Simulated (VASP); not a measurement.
# SiI (F-43m) in VASP: a series of runs, part 2 of 2

VASP 6.6.1. Earlier steps stand in the parts before.

**4. Relaxation of cell and atoms, LDA**

This run uses another cell than the first one, of 27.95 Å³/atom.

INCAR

```
  ALGO = Normal
  EDIFF = 1E-7
  EDIFFG = -0.01
  ENCUT = 500
  GGA_COMPAT = False
  IBRION = 2
  ISIF = 3
  ISMEAR = -1
  LASPH = True
  LCHARG = False
  LREAL = False
  LWAVE = False
  NELM = 120
  NELMIN = 4
  NSW = 60
  PREC = Accurate
  SIGMA = 0.1
```

KPOINTS

```
k-points
0
Gamma
  5 5 5
```

POSCAR

```
SiI
1.0
    0.0000000000      3.0346160000      3.0346160000
    3.0346160000      0.0000000000      3.0346160000
    3.0346160000      3.0346160000      0.0000000000
Si I
1 1
Direct
    0.0000000000      0.0000000000      0.0000000000
    0.2500000000      0.2500000000      0.2500000000
```

Potentials or basis: VASP PAW LDA potentials, release 64 (Si, I).

Launch:

```
> cat potpaw_LDA.64/Si/POTCAR potpaw_LDA.64/I/POTCAR > POTCAR
> mpirun -np 1 vasp_std > vasp.out
```

OUTCAR:

```text
EDIFF = 1E-7
   EDIFFG = -0.01
   ENCUT = 500
   IBRION = 2
   ISIF = 3
   ISMEAR = -1
   LASPH = True
   LREAL = False
   NELM = 120
   NELMIN = 4
   NSW = 60
   PREC = Accurate

 ion  position               nearest neighbor table
   1  0.000  0.000  0.000-   2 2.63   2 2.63   2 2.63   2 2.63
   2  0.250  0.250  0.250-   1 2.63   1 2.63   1 2.63   1 2.63

  LATTYP: Found a face centered cubic cell.
 ALAT       =     6.0692320000

  Lattice vectors:

 A1 = (   0.0000000000,   3.0346160000,   3.0346160000)
 A2 = (   3.0346160000,   0.0000000000,   3.0346160000)
 A3 = (   3.0346160000,   3.0346160000,   0.0000000000)

Analysis of symmetry for initial positions (statically):
=====================================================================
 Subroutine PRICEL returns:
 Original cell was already a primitive cell.

 Routine SETGRP: Setting up the symmetry group for a
 face centered cubic supercell.

 Subroutine GETGRP returns: Found 24 space group operations
 (whereof 24 operations were pure point group operations)
 out of a pool of 48 trial point group operations.

The static configuration has the point symmetry T_d .

Analysis of symmetry for dynamics (positions and initial velocities):
=====================================================================
 Subroutine PRICEL returns:
 Original cell was already a primitive cell.

 Routine SETGRP: Setting up the symmetry group for a
 face centered cubic supercell.

 Subroutine GETGRP returns: Found 24 space group operations
 (whereof 24 operations were pure point group operations)
 out of a pool of 48 trial point group operations.

The dynamic configuration has the point symmetry T_d .

 Subroutine INISYM returns: Found 24 space group operations
 (whereof 24 operations are pure point group operations),
 and found     1 'primitive' translations

----------------------------------------------------------------------------------------

                                     Primitive cell

  volume of cell :      55.8909

  direct lattice vectors                    reciprocal lattice vectors
     0.000000000  3.034616000  3.034616000    -0.164765493  0.164765493  0.164765493
     3.034616000  0.000000000  3.034616000     0.164765493 -0.164765493  0.164765493
     3.034616000  3.034616000  0.000000000     0.164765493  0.164765493 -0.164765493

  length of vectors
     4.291595104  4.291595104  4.291595104     0.285382204  0.285382204  0.285382204

  position of ions in fractional coordinates (direct lattice)
     0.000000000  0.000000000  0.000000000
     0.250000000  0.250000000  0.250000000

  ion indices of the primitive-cell ions
   primitive index   ion index
                 1           1
                 2           2

----------------------------------------------------------------------------------------

 KPOINTS: k-points

Automatic generation of k-mesh.
 Grid dimensions read from file:
 generate k-points for:    5    5    5

 Generating k-lattice:

  Cartesian coordinates                     Fractional coordinates (reciprocal lattice)
    -0.032953099  0.032953099  0.032953099     0.200000000  0.000000000  0.000000000
     0.032953099 -0.032953099  0.032953099     0.000000000  0.200000000  0.000000000
     0.032953099  0.032953099 -0.032953099     0.000000000  0.000000000  0.200000000

  Length of vectors
     0.057076441  0.057076441  0.057076441

  Shift w.r.t. Gamma in fractional coordinates (k-lattice)
     0.000000000  0.000000000  0.000000000

 Subroutine IBZKPT returns following result:
 ===========================================

 Found     10 irreducible k-points:

 Following reciprocal coordinates:
            Coordinates               Weight
  0.000000  0.000000  0.000000      1.000000
  0.200000  0.000000  0.000000      8.000000
  0.400000  0.000000  0.000000      8.000000
  0.200000  0.200000  0.000000      6.000000
  0.400000  0.200000  0.000000     24.000000
 -0.400000  0.200000  0.000000     24.000000
 -0.200000  0.200000  0.000000     12.000000
  0.400000  0.400000  0.000000      6.000000
 -0.400000  0.400000  0.000000     12.000000
 -0.400000  0.400000  0.200000     24.000000
   k-points           NKPTS =     10   k-points in BZ     NKDIM =     10   number of bands    NBANDS=      9
   number of dos      NEDOS =    301   number of ions     NIONS =      2
   total plane-waves  NPLWV =  32768
   dimension x,y,z NGX =    32 NGY =   32 NGZ =   32
   dimension x,y,z NGXF=    64 NGYF=   64 NGZF=   64
   ions per type =               1   1
   NGX,Y,Z   is equivalent  to a cutoff of  12.40, 12.40, 12.40 a.u.
   NGXF,Y,Z  is equivalent  to a cutoff of  24.79, 24.79, 24.79 a.u.
 SYSTEM =  unknown system
   PREC   = accura    normal or accurate (medium, high low for compatibility)
   ISTART =      0    job   : 0-new  1-cont  2-samecut
   ICHARG =      2    charge: 1-file 2-atom 10-const
   ISPIN  =      1    spin polarized calculation?
   LNONCOLLINEAR =      F non collinear calculations
   LSORBIT =      F    spin-orbit coupling
   LASPH  =      T    aspherical Exc in radial PAW
   ENCUT  =  500.0 eV  36.75 Ry    6.06 a.u.   7.82  7.82  7.82*2*pi/ulx,y,z
   NELM   =    120;   NELMIN=  4; NELMDL= -5     # of ELM steps
   EDIFF  = 0.1E-06   stopping-criterion for ELM
   LREAL  =      F    real-space projection
   EDIFFG = -.1E-01   stopping-criterion for IOM
   NSW    =     60    number of steps for IOM
   IBRION =      2    ionic relax: 0-MD 1-quasi-New 2-CG
   NFREE  =      1    steps in history (QN), initial steepest desc. (CG)
   ISIF   =      3    stress and relaxation
   ISYM   =      2    0-nonsym 1-usesym 2-fastsym
   POTIM  = 0.5000    time-step for ionic-motion
   TEBEG  =    0.0;   TEEND  =   0.0 temperature during run
   PSTRESS=    0.0 pullay stress
   NELECT =      11.0000    total number of electrons
   NUPDOWN=      -1.0000    fix difference up-down
   EMIN   =  10.00;   EMAX   =-10.00  energy-range for DOS
   EFERMI =   0.00;   METHOD = LEGACY
   ISMEAR =    -1;   SIGMA  =   0.10  broadening in eV -4-tet -1-fermi 0-gaus
   EFERMI_NEDOS =   21; number of points for ismear=-14 and -15
   IALGO  =     38    algorithm
   IMIX   =      4    mixing-type and parameters
     AMIX     =   0.40;   BMIX     =  1.00
     AMIX_MAG =   1.60;   BMIX_MAG =  1.00
  volume/ion in A,a.u.               =      27.95       188.59
  Fermi-wavevector in a.u.,A,eV,Ry     =   0.952267  1.799523 12.337928  0.906812
  Thomas-Fermi vector in A             =   2.080814
   LORBIT       =      0    0 simple, 1 ext, 2 COOP (PROOUT), +10 PAW based schemes
   GGA     = CA    functional components
   LHFCALC =     F    Hartree Fock is set to
   AEXX    =    0.0000 exact exchange contribution
   IVDW    =     0    specifies the selected vdW correction
   LEPSILON=     F    determine dielectric tensor
   LRPA    =     F    only Hartree local field effects (RPA)
 conjugate gradient relaxation of ions
 non-spin polarized calculation
  energy-cutoff  :      500.00
  volume of cell :       55.89
 maximum number of plane-waves:      1430
   NGX = 15   NGY = 15   NGZ = 15

--------------------------------------- Ionic step        1  -------------------------------------------

 number of electron      11.0000001 magnetization

 Free energy of the ion-electron system (eV)
  ---------------------------------------------------
  ext. energy  EPLUGINS =         0.00000000
  ---------------------------------------------------
  free energy    TOTEN  =        -5.27834397 eV

  energy without entropy =       -5.22567214  energy(sigma->0) =       -5.25200806

 E-fermi :   6.8012     XC(G=0):  -9.2657

 val. band max:        6.4759818009   @ k =   0.4000   0.2000   0.0000
 cond. band min:       6.8847857027   @ k =  -0.4000   0.4000   0.2000
 fundamental gap:      0.4088039018
 Fermi energy:         6.8011920577

 k-point     1 :       0.0000    0.0000    0.0000
  band No.  band energies     occupation
      1      -9.6517      2.00000
      2       1.8308      2.00000
      3       1.9876      2.00000
      4       1.9876      2.00000
      5       1.9876      2.00000
      6       6.4102      1.96069
      7       6.4102      1.96069
      8       6.4102      1.96069
      9      10.4897      0.00000
[... 247 lines left out ...]
  energy  without entropy=       -5.8915661967  energy(sigma->0) =       -5.92275475

--------------------------------------- Ionic step        5  -------------------------------------------

 number of electron      11.0000001 magnetization

 Free energy of the ion-electron system (eV)
  ---------------------------------------------------
  ext. energy  EPLUGINS =         0.00000000
  ---------------------------------------------------
  free energy    TOTEN  =        -5.95396328 eV

  energy without entropy =       -5.89167642  energy(sigma->0) =       -5.92281985

 E-fermi :   3.8528     XC(G=0):  -8.0747

 val. band max:        3.6981831896   @ k =   0.0000   0.0000   0.0000
 cond. band min:       3.8981126157   @ k =  -0.4000   0.4000   0.2000
 fundamental gap:      0.1999294261
 Fermi energy:         3.8527648566

 k-point     1 :       0.0000    0.0000    0.0000
  band No.  band energies     occupation
      1     -11.0164      2.00000
      2      -2.2738      2.00000
      3      -0.2665      2.00000
      4      -0.2665      2.00000
      5      -0.2665      2.00000
      6       3.6982      1.64862
      7       3.6982      1.64862
      8       3.6982      1.64862
      9       7.2712      0.00000
[... 135 lines left out ...]
  FREE ENERGIE OF THE ION-ELECTRON SYSTEM (eV)
  ---------------------------------------------------
  free  energy   TOTEN  =        -5.9539632794 eV

  energy  without entropy=       -5.8916764191  energy(sigma->0) =       -5.92281985

 reached required accuracy - stopping structural energy minimisation
```

CONTCAR:

```text
SiI
   1.00000000000000
    -0.0000000000000000    3.3582169797332133    3.3582169797332138
     3.3582169797332133   -0.0000000000000000    3.3582169797332138
     3.3582169797332133    3.3582169797332133   -0.0000000000000000
  Si              I
     1     1
Direct
     0.0000000000000000    0.0000000000000000    0.0000000000000000
     0.2500000000000000    0.2500000000000000    0.2500000000000000

  0.00000000E+00  0.00000000E+00  0.00000000E+00
  0.00000000E+00  0.00000000E+00  0.00000000E+00
```

Run time: 13 s. Hardware: 1 thread of Intel Xeon Platinum 8488C (Sapphire Rapids), shared host; peak memory 0.16 GiB.

Results:

```yaml
Free_energy: -5.9540 eV
Relaxed_volume: 37.87 Å³/atom
Relaxed_cell: a = 4.749 Å, b = 4.749 Å, c = 4.749 Å, α = 60.00°, β = 60.00°, γ = 60.00°
Space_group_after_relaxing_to_0.1_Å: F-43m (No. 216)
Energy_gained_by_relaxing: 337.8 meV/atom
Ionic_steps: 5
Pressure_after_relaxing: 0.0 GPa
Band_gap_on_the_k_mesh: zero (an odd number of electrons rules out a gap without spin polarisation)
```

Step by step:
```csv
step,energy change (eV),largest force (eV/Å),pressure (GPa),volume (Å³)
1,0.0000,0.0000,14.01,55.89
2,-0.6702,0.0000,-0.72,78.09
3,-0.6755,0.0000,0.09,75.43
4,-0.6756,0.0000,-0.05,75.87
5,-0.6756,0.0000,-0.01,75.75
```

Final structure:
```
Si I
1.0
     0.00000    3.35822    3.35822
     3.35822    0.00000    3.35822
     3.35822    3.35822    0.00000
Si I
1 1
Direct
  0.00000 0.00000 0.00000
  0.25000 0.25000 0.25000
```

Levels at points of the mesh, in eV from the Fermi level:
| k point | band 3 | band 4 | band 5 | band 6 | band 7 | band 8 |
| --- | --- | --- | --- | --- | --- | --- |
| (0.00, 0.00, 0.00) | -4.12 | -4.12 | -4.12 | -0.15 | -0.15 | -0.15 |

Caveat: the volume moved by over 15 % at a fixed basis, so the end points are rough; spin-orbit coupling is left out, which moves the levels of the heavy elements; an odd number of electrons without spin polarisation forces a metal; a magnetic or distorted state may lie lower.

**5. Relaxation of cell and atoms, LDA**

This run uses another cell than the first one, of 27.95 Å³/atom.

INCAR

```
ALGO = Normal
EDIFF = 1E-7
EDIFFG = -0.01
ENCUT = 500
GGA = CA
GGA_COMPAT = False
IBRION = 2
ISIF = 3
ISMEAR = 1
LASPH = True
LCHARG = False
LREAL = False
LWAVE = False
NELM = 120
NELMIN = 4
NSW = 60
PREC = Accurate
SIGMA = 0.15
```

KPOINTS is that of step 4.

POSCAR is that of step 4.

Launch:

```
> cat potpaw_LDA.64/Si/POTCAR potpaw_LDA.64/I/POTCAR > POTCAR
> mpirun -np 1 vasp_std > vasp.out
```

Run time: 11 s. Hardware: 1 thread of Intel Xeon Platinum 8488C (Sapphire Rapids), shared host; peak memory 0.16 GiB.

It converged, with:

```yaml
Free_energy: -5.9213 eV
Relaxed_volume: 37.88 Å³/atom
Relaxed_cell: a = 4.749 Å, b = 4.749 Å, c = 4.749 Å, α = 60.00°, β = 60.00°, γ = 60.00°
Space_group_after_relaxing_to_0.1_Å: F-43m (No. 216)
Energy_gained_by_relaxing: 336.7 meV/atom
Ionic_steps: 4
Pressure_after_relaxing: 0.0 GPa
Band_gap_on_the_k_mesh: zero (an odd number of electrons rules out a gap without spin polarisation)
```

Step by step:
| step | energy change (eV) | largest force (eV/Å) | pressure (GPa) | volume (Å³) |
| --- | --- | --- | --- | --- |
| 1 | 0.0000 | 0.0000 | 14.02 | 55.89 |
| 2 | -0.6674 | 0.0000 | -0.76 | 78.09 |
| 3 | -0.6732 | 0.0000 | 0.10 | 75.33 |
| 4 | -0.6733 | 0.0000 | -0.04 | 75.76 |

Final structure:
```
CELL_PARAMETERS angstrom
0.00000 3.35839 3.35839
3.35839 0.00000 3.35839
3.35839 3.35839 0.00000
ATOMIC_POSITIONS crystal
Si 0.00000 0.00000 0.00000
I 0.25000 0.25000 0.25000
```

Levels at points of the mesh, in eV from the Fermi level:
| k point | band 1 | band 2 | band 3 | band 4 | band 5 | band 6 | band 7 | band 8 | band 9 |
| --- | --- | --- | --- | --- | --- | --- | --- | --- | --- |
| (0.00, 0.00, 0.00) | -14.92 | -6.17 | -4.17 | -4.17 | -4.17 | -0.20 | -0.20 | -0.20 | 3.38 |

Caveat: the volume moved by over 15 % at a fixed basis, so the end points are rough; spin-orbit coupling is left out, which moves the levels of the heavy elements; an odd number of electrons without spin polarisation forces a metal; a magnetic or distorted state may lie lower.

**6. Overview**

| task | cell | smearing | gap on the mesh (eV) | pressure (GPa) | relaxed volume (Å³/atom) |
| --- | --- | --- | --- | --- | --- |
| single point | a = 4.747 Å, angles 60.0°, 2 atoms | fermi-dirac 0.1 eV | none | 0.0 | - |
| single point | a = 4.744 Å, angles 60.0°, 2 atoms | methfessel-paxton 0.15 eV | none | 0.1 | - |
| relaxation of cell and atoms | relaxed from a = 4.292 Å, angles 60.0°, 2 atoms | fermi-dirac 0.1 eV | none | 0.0 | 37.87 |
| relaxation of cell and atoms | relaxed from a = 4.292 Å, angles 60.0°, 2 atoms | methfessel-paxton 0.15 eV | none | 0.0 | 37.88 |

Alike in all rows: level LDA; potentials or basis VASP PAW LDA potentials, release 64 (Si, I); no spin polarisation; k mesh 5 × 5 × 5; cutoff (eV) 500.

Caveats: spin-orbit coupling is left out, which moves the levels of the heavy elements; an odd number of electrons without spin polarisation forces a metal; a magnetic or distorted state may lie lower; the volume moved by over 15 % at a fixed basis, so the end points are rough (at least some runs).

Total energies depend on the potentials used, so only differences within one code and one set of settings carry meaning.
